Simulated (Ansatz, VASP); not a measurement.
**RbBr in VASP and in Ansatz**

```
CELL_PARAMETERS angstrom
0.00000 3.46083 3.46083
3.46083 0.00000 3.46083
3.46083 3.46083 0.00000
ATOMIC_POSITIONS crystal
Rb 0.00000 0.00000 0.00000
Br 0.50000 0.50000 0.50000
```

Alike in both runs: task single point; functional PBE-based global hybrid with a share of 0.5 of exact exchange; k mesh 4 × 4 × 4; no spin polarisation.

|  | VASP | Ansatz |
| --- | --- | --- |
| version | VASP 6.6.1 | Ansatz 0.2.0 |
| potentials or method | VASP PAW PBE potentials, release 64 (Rb_sv, Br) | plane waves |
| plane-wave cutoff (eV) | 520 | 420 |
| occupations | gaussian, width 0.01 eV | fixed |
| valence electrons in the cell | 16 | 16 |

```csv
,VASP,Ansatz,Ansatz less VASP
gap on the k mesh at the Fermi level (eV),8.11,8.09,-0.023
pressure (GPa),0.0,0.0,+0.08
```

VASP's potentials were made for PBE, not for PBE-based global hybrid. Ansatz's warnings: stress exchange threshold loose, stress scf threshold loose.
